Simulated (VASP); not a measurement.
# Cs (Pm-3n) in VASP: single point with revPBE

Aim: the single point of Cs with revPBE.

Program: VASP 6.6.1. These are calculated values, not measurements. Logs are shortened: lines on timing, memory, paths and dates and some standing lists are left out, and cuts for length are marked.

### Step 1. The cell of the first run

Symmetry: Pm-3n, No. 223, cubic system. Conventional cell: a = 10.135 Å, b = 10.135 Å, c = 10.135 Å, α = 90.00°, β = 90.00°, γ = 90.00°.

### Step 2. Single point, revPBE

INCAR

```
PREC     = Accurate       # precision mode
ENCUT    = 520            # plane-wave cutoff, eV
EDIFF    = 1E-6           # SCF threshold, eV
ISMEAR   = -1             # smearing method
SIGMA    = 0.1            # smearing width, eV
LREAL    = False          # projectors in reciprocal space
LASPH    = True           # aspherical terms in the spheres
NELM     = 80             # most SCF steps
ALGO     = Normal         # electronic algorithm
ISIF     = 2              # what is computed and relaxed
LWAVE    = False          # write WAVECAR
LCHARG   = False          # write CHGCAR
GGA      = RE             # functional
NBANDS   = 46             # bands
LUSENCCL = False
```

KPOINTS

```
regular mesh
0
Gamma
  4 4 4
```

POSCAR

```
Cs
1.0
   10.1351886742      0.0000000000      0.0000000000
    0.0000000000     10.1351886742      0.0000000000
    0.0000000000      0.0000000000     10.1351886742
Cs
8
Direct
    0.0000000000      1.0000000000      1.0000000000
    0.5000000000      0.5000000000      0.5000000000
    0.2500000000      1.0000000000      0.5000000000
    0.7500000000      1.0000000000      0.5000000000
    0.5000000000      0.2500000000      0.0000000000
    0.5000000000      0.7500000000      1.0000000000
    0.0000000000      0.5000000000      0.2500000000
    0.0000000000      0.5000000000      0.7500000000
```

Potentials or basis: VASP PAW PBE potentials, release 64 (Cs_sv).

Launch:

```console
cat potpaw_PBE.64/Cs_sv/POTCAR > POTCAR
mpirun -np 1 vasp_std > vasp.out
```

OUTCAR:

```text
PREC = Accurate
   ENCUT = 520
   EDIFF = 1E-6
   ISMEAR = -1
   LREAL = False
   LASPH = True
   NELM = 80
   ISIF = 2
   GGA = RE

 ion  position               nearest neighbor table
   1  0.000  0.000  0.000-
   2  0.500  0.500  0.500-
   3  0.250  0.000  0.500-
   4  0.750  0.000  0.500-
   5  0.500  0.250  0.000-
   6  0.500  0.750  0.000-
   7  0.000  0.500  0.250-
   8  0.000  0.500  0.750-

  LATTYP: Found a simple cubic cell.
 ALAT       =    10.1351886742

  Lattice vectors:

 A1 = (  10.1351886742,   0.0000000000,   0.0000000000)
 A2 = (   0.0000000000,  10.1351886742,   0.0000000000)
 A3 = (   0.0000000000,   0.0000000000,  10.1351886742)

Analysis of symmetry for initial positions (statically):
=====================================================================
 Subroutine PRICEL returns:
 Original cell was already a primitive cell.

 Routine SETGRP: Setting up the symmetry group for a
 simple cubic supercell.

 Subroutine GETGRP returns: Found 48 space group operations
 (whereof 24 operations were pure point group operations)
 out of a pool of 48 trial point group operations.

The static configuration has the point symmetry T_h .
 The point group associated with its full space group is O_h .

Analysis of symmetry for dynamics (positions and initial velocities):
=====================================================================
 Subroutine PRICEL returns:
 Original cell was already a primitive cell.

 Routine SETGRP: Setting up the symmetry group for a
 simple cubic supercell.

 Subroutine GETGRP returns: Found 48 space group operations
 (whereof 24 operations were pure point group operations)
 out of a pool of 48 trial point group operations.

The dynamic configuration has the point symmetry T_h .
 The point group associated with its full space group is O_h .

 Subroutine INISYM returns: Found 48 space group operations
 (whereof 24 operations are pure point group operations),
 and found     1 'primitive' translations

----------------------------------------------------------------------------------------

                                     Primitive cell

  volume of cell :    1041.1074

  direct lattice vectors                    reciprocal lattice vectors
    10.135188674  0.000000000  0.000000000     0.098666145  0.000000000  0.000000000
     0.000000000 10.135188674  0.000000000     0.000000000  0.098666145  0.000000000
     0.000000000  0.000000000 10.135188674     0.000000000  0.000000000  0.098666145

  length of vectors
    10.135188674 10.135188674 10.135188674     0.098666145  0.098666145  0.098666145

  position of ions in fractional coordinates (direct lattice)
     0.000000000  0.000000000  0.000000000
     0.500000000  0.500000000  0.500000000
     0.250000000  0.000000000  0.500000000
     0.750000000  0.000000000  0.500000000
     0.500000000  0.250000000  0.000000000
     0.500000000  0.750000000  0.000000000
     0.000000000  0.500000000  0.250000000
     0.000000000  0.500000000  0.750000000

  ion indices of the primitive-cell ions
   primitive index   ion index
                 1           1
                 2           2
                 3           3
                 4           4
                 5           5
                 6           6
                 7           7
                 8           8

----------------------------------------------------------------------------------------

 KPOINTS: regular mesh

Automatic generation of k-mesh.
 Grid dimensions read from file:
 generate k-points for:    4    4    4

 Generating k-lattice:

  Cartesian coordinates                     Fractional coordinates (reciprocal lattice)
     0.024666536  0.000000000  0.000000000     0.250000000  0.000000000  0.000000000
     0.000000000  0.024666536  0.000000000     0.000000000  0.250000000  0.000000000
     0.000000000  0.000000000  0.024666536     0.000000000  0.000000000  0.250000000

  Length of vectors
     0.024666536  0.024666536  0.024666536

  Shift w.r.t. Gamma in fractional coordinates (k-lattice)
     0.000000000  0.000000000  0.000000000

 Subroutine IBZKPT returns following result:
 ===========================================

 Found     10 irreducible k-points:

 Following reciprocal coordinates:
            Coordinates               Weight
  0.000000  0.000000  0.000000      1.000000
  0.250000  0.000000  0.000000      6.000000
  0.500000  0.000000  0.000000      3.000000
  0.250000  0.250000  0.000000     12.000000
  0.500000  0.250000  0.000000     12.000000
  0.500000  0.500000  0.000000      3.000000
  0.250000  0.250000  0.250000      8.000000
  0.500000  0.250000  0.250000     12.000000
  0.500000  0.500000  0.250000      6.000000
  0.500000  0.500000  0.500000      1.000000
   k-points           NKPTS =     10   k-points in BZ     NKDIM =     10   number of bands    NBANDS=     46
   number of dos      NEDOS =    301   number of ions     NIONS =      8
   total plane-waves  NPLWV = 512000
   dimension x,y,z NGX =    80 NGY =   80 NGZ =   80
   dimension x,y,z NGXF=   160 NGYF=  160 NGZF=  160
   ions per type =               8
   NGX,Y,Z   is equivalent  to a cutoff of  13.12, 13.12, 13.12 a.u.
   NGXF,Y,Z  is equivalent  to a cutoff of  26.24, 26.24, 26.24 a.u.
 SYSTEM =  unknown system
   PREC   = accura    normal or accurate (medium, high low for compatibility)
   ISTART =      0    job   : 0-new  1-cont  2-samecut
   ICHARG =      2    charge: 1-file 2-atom 10-const
   ISPIN  =      1    spin polarized calculation?
   LNONCOLLINEAR =      F non collinear calculations
   LSORBIT =      F    spin-orbit coupling
   LASPH  =      T    aspherical Exc in radial PAW
   ENCUT  =  520.0 eV  38.22 Ry    6.18 a.u.  18.84 18.84 18.84*2*pi/ulx,y,z
   NELM   =     80;   NELMIN=  2; NELMDL= -5     # of ELM steps
   EDIFF  = 0.1E-05   stopping-criterion for ELM
   LREAL  =      F    real-space projection
   EDIFFG = 0.1E-04   stopping-criterion for IOM
   NSW    =      0    number of steps for IOM
   IBRION =     -1    ionic relax: 0-MD 1-quasi-New 2-CG
   NFREE  =      0    steps in history (QN), initial steepest desc. (CG)
   ISIF   =      2    stress and relaxation
   ISYM   =      2    0-nonsym 1-usesym 2-fastsym
   POTIM  = 0.5000    time-step for ionic-motion
   TEBEG  =    0.0;   TEEND  =   0.0 temperature during run
   PSTRESS=    0.0 pullay stress
   NELECT =      72.0000    total number of electrons
   NUPDOWN=      -1.0000    fix difference up-down
   EMIN   =  10.00;   EMAX   =-10.00  energy-range for DOS
   EFERMI =   0.00;   METHOD = LEGACY
   ISMEAR =    -1;   SIGMA  =   0.10  broadening in eV -4-tet -1-fermi 0-gaus
   EFERMI_NEDOS =   21; number of points for ismear=-14 and -15
   IALGO  =     38    algorithm
   IMIX   =      4    mixing-type and parameters
     AMIX     =   0.40;   BMIX     =  1.00
     AMIX_MAG =   1.60;   BMIX_MAG =  1.00
  volume/ion in A,a.u.               =     130.14       878.22
  Fermi-wavevector in a.u.,A,eV,Ry     =   0.671976  1.269851  6.143736  0.451552
  Thomas-Fermi vector in A             =   1.747957
   LORBIT       =      0    0 simple, 1 ext, 2 COOP (PROOUT), +10 PAW based schemes
   GGA     = RE    functional components
   LHFCALC =     F    Hartree Fock is set to
   AEXX    =    0.0000 exact exchange contribution
   IVDW    =     0    specifies the selected vdW correction
   LEPSILON=     F    determine dielectric tensor
   LRPA    =     F    only Hartree local field effects (RPA)
 non-spin polarized calculation
  energy-cutoff  :      520.00
  volume of cell :     1041.11
 maximum number of plane-waves:     28120
 NGX is ok and might be reduce to    80
   NGX = 37   NGY = 37   NGZ = 37

 number of electron      72.0000012 magnetization

 Free energy of the ion-electron system (eV)
  ---------------------------------------------------
  ext. energy  EPLUGINS =         0.00000000
  ---------------------------------------------------
  free energy    TOTEN  =        -6.12005087 eV

  energy without entropy =       -5.80432441  energy(sigma->0) =       -5.96218764

 E-fermi :   0.2729     XC(G=0):  -4.9928

 val. band max:        0.2254548129   @ k =   0.0000   0.0000   0.0000
 cond. band min:       0.2847406724   @ k =   0.2500   0.0000   0.0000
 fundamental gap:      0.0592858595
 Fermi energy:         0.2729264735

 k-point     1 :       0.0000    0.0000    0.0000
  band No.  band energies     occupation
      1     -23.7148      2.00000
      2     -23.7133      2.00000
      3     -23.7133      2.00000
      4     -23.7089      2.00000
      5     -23.7082      2.00000
      6     -23.7081      2.00000
[... 38 lines left out ...]
     45       1.2125      0.00017
     46       1.3403      0.00005

 k-point     2 :       0.2500    0.0000    0.0000
  band No.  band energies     occupation
      1     -23.7144      2.00000
      2     -23.7134      2.00000
      3     -23.7127      2.00000
      4     -23.7093      2.00000
      5     -23.7084      2.00000
      6     -23.7083      2.00000
[... 38 lines left out ...]
     45       1.3241      0.00005
     46       1.3241      0.00005

 k-point     3 :       0.5000    0.0000    0.0000
  band No.  band energies     occupation
      1     -23.7138      2.00000
      2     -23.7138      2.00000
      3     -23.7110      2.00000
      4     -23.7110      2.00000
      5     -23.7085      2.00000
      6     -23.7085      2.00000
[... 38 lines left out ...]
     45       1.3979      0.00003
     46       1.4117      0.00002

 k-point     4 :       0.2500    0.2500    0.0000
  band No.  band energies     occupation
      1     -23.7140      2.00000
      2     -23.7130      2.00000
      3     -23.7125      2.00000
      4     -23.7094      2.00000
      5     -23.7089      2.00000
      6     -23.7084      2.00000
[... 234 lines left out ...]
     45       1.5377      0.00001
     46       1.5383      0.00001

 k-point     9 :       0.5000    0.5000    0.2500
  band No.  band energies     occupation
      1     -23.7128      2.00000
      2     -23.7110      2.00000
      3     -23.7110      2.00000
      4     -23.7110      2.00000
      5     -23.7106      2.00000
      6     -23.7089      2.00000
[... 38 lines left out ...]
     45       1.5895      0.00000
     46       1.5983      0.00000

 k-point    10 :       0.5000    0.5000    0.5000
  band No.  band energies     occupation
      1     -23.7108      2.00000
      2     -23.7108      2.00000
      3     -23.7108      2.00000
      4     -23.7108      2.00000
      5     -23.7108      2.00000
      6     -23.7108      2.00000
[... 38 lines left out ...]
     45       1.7346      0.00000
     46       1.7349      0.00000

------------------------ aborting loop because EDIFF is reached ----------------------------------------

  FORCE on cell =-STRESS in cart. coord.  units (eV):
  Direction    XX          YY          ZZ          XY          YZ          ZX
  --------------------------------------------------------------------------------------
  -------------------------------------------------------------------------------------
  Total        0.0199926      0.0199926      0.0199926      0.0000000     -0.0000000     -0.0000000
  in kB        0.0307670      0.0307670      0.0307670      0.0000000     -0.0000000     -0.0000000
  external PRESSURE =       0.0307670 kB  Pullay stress =       0.0000000 kB

 VOLUME and BASIS-vectors are now :
 -----------------------------------------------------------------------------
  energy-cutoff  :      520.00
  volume of cell :     1041.11
      direct lattice vectors                 reciprocal lattice vectors
    10.135188674  0.000000000  0.000000000     0.098666145  0.000000000  0.000000000
     0.000000000 10.135188674  0.000000000     0.000000000  0.098666145  0.000000000
     0.000000000  0.000000000 10.135188674     0.000000000  0.000000000  0.098666145

 POSITION                                       TOTAL-FORCE (eV/Angst)
 -----------------------------------------------------------------------------------
      0.00000      0.00000      0.00000         0.000000      0.000000      0.000000
      5.06759      5.06759      5.06759         0.000000      0.000000      0.000000
      2.53380      0.00000      5.06759        -0.000000     -0.000000     -0.000000
      7.60139      0.00000      5.06759         0.000000      0.000000     -0.000000
      5.06759      2.53380      0.00000        -0.000000     -0.000000      0.000000
      5.06759      7.60139      0.00000         0.000000      0.000000     -0.000000
      0.00000      5.06759      2.53380         0.000000      0.000000     -0.000000
      0.00000      5.06759      7.60139         0.000000      0.000000      0.000000
 -----------------------------------------------------------------------------------
    total drift:                                0.000000     -0.000000      0.000000

  FREE ENERGIE OF THE ION-ELECTRON SYSTEM (eV)
  ---------------------------------------------------
  free  energy   TOTEN  =        -6.1200508746 eV

  energy  without entropy=       -5.8043244148  energy(sigma->0) =       -5.96218764
```

It used 56 s of CPU time on 1 × NVIDIA H100 80GB with 1 thread of AMD EPYC 7R13 Processor (Zen 3) (shared host).

Results:

- Free energy: -6.1201 eV
- Pressure: 0.0 GPa
- Band gap on the k mesh: zero (band 36 reaches 0.43 eV, above the bottom of band 37 at 0.01 eV)

Levels at points of the mesh, in eV from the Fermi level:
```tsv
k point	band 34	band 35	band 36	band 37	band 38	band 39
(0.00, 0.00, 0.00)	-0.09	-0.09	-0.05	0.24	0.24	0.24
(0.50, 0.00, 0.00)	-1.08	0.16	0.16	0.31	0.31	0.53
(0.50, 0.50, 0.00)	-0.65	-0.65	-0.64	0.38	0.46	0.46
(0.50, 0.50, 0.50)	-0.27	-0.26	-0.26	-0.26	-0.26	-0.26
```

Caveat: the PAW data sets were made with another functional, which shifts forces and pressure a little; spin-orbit coupling is left out, which moves the levels of the heavy elements.
